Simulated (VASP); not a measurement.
Runs of VASP 6.6.1 on NbH2. The structure is that of space group Fm-3m (No. 225), or close to it. The cells are those of the table. 

```tsv
task	cell	cutoff (eV)	gap on the mesh (eV)	pressure (GPa)	largest force (eV/Å)
single point	a = 3.216 Å, angles 60.0°, 3 atoms	520	none	-6.6	-
single point	a = 3.243, b = 3.243, c = 3.259 Å, angles 59.8, 59.8, 60.3°, 3 atoms	500	none	-11.5	-
single point	a = 3.194, b = 3.194, c = 3.162 Å, angles 60.3, 60.3, 59.3°, 3 atoms	500	none	-1.1	-
single point	a = 3.290 Å, angles 60.0°, 3 atoms	520	none	-16.8	-
electric field gradients	a = 3.290 Å, angles 60.0°, 3 atoms	520	none	-16.8	-
electric field gradients	a = 3.183 Å, angles 60.0°, 3 atoms	520	none	(c)	-
electric field gradients	a = 3.243 Å, angles 59.3°, 3 atoms	400	none	-9.0	0.07
single point	a = 3.210 Å, angles 60.7°, 3 atoms	500	none	(b)	0.08
electric field gradients	a = 3.195 Å, angles 61.3°, 3 atoms	400	none	(a)	0.17
single point	a = 3.183 Å, angles 60.0°, 3 atoms	520	none	-0.9	-
electric field gradients	a = 3.210 Å, angles 60.7°, 3 atoms	400	none	-9.0	0.08
```

Alike in all rows: level LDA; potentials or basis VASP PAW LDA potentials, release 64 (Nb_sv, H); no spin polarisation; k mesh 15 × 15 × 15; smearing fermi-dirac 0.03 eV.

Question: Estimate the missing entries.

Answer: (a) -8.9; (b) -8.3; (c) -1.0.

A k mesh can miss the band edges, and the runs leave out spin-orbit coupling on Nb.

A gap of «none» marks levels without a gap at the run's occupations.
